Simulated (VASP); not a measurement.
A run of VASP 6.6.1:

INCAR

```
PREC     = Accurate       # precision mode
ENCUT    = 600            # plane-wave cutoff, eV
EDIFF    = 1E-6           # SCF threshold, eV
ISMEAR   = -1             # smearing method
SIGMA    = 0.1            # smearing width, eV
LREAL    = False          # projectors in reciprocal space
LASPH    = True           # aspherical terms in the spheres
NELM     = 120            # most SCF steps
ALGO     = Normal         # electronic algorithm
ISIF     = 2              # what is computed and relaxed
LWAVE    = False          # write WAVECAR
LCHARG   = False          # write CHGCAR
GGA      = PE             # functional
NBANDS   = 11             # bands
GGA_COMPAT= False
```

The input KPOINTS:

```
regular mesh
0
Gamma
  6 6 6
```

File POSCAR:

```
AlN
1.0
    0.0000000000      2.0345180000      2.0345180000
    2.0345180000      0.0000000000      2.0345180000
    2.0345180000      2.0345180000      0.0000000000
Al N
1 1
Direct
    0.5000000000      0.5000000000      0.5000000000
    0.0000000000      0.0000000000      0.0000000000
```

Potentials or basis: VASP PAW PBE potentials, release 64 (Al, N).

Run with:

```sh
$ cat potpaw_PBE.64/Al/POTCAR potpaw_PBE.64/N/POTCAR > POTCAR
$ mpirun -np 1 vasp_std > vasp.out
```

Hardware: 1 thread of AMD EPYC 7R43 64-Core Processor (Zen 3) (shared host).

Task: Estimate the wall time of this run.

Result: It took 4.8 s on 1 thread of AMD EPYC 7R43 64-Core Processor (Zen 3), on a shared host, peak memory 0.1 GiB. Counts: scf iterations 12, k points 16.
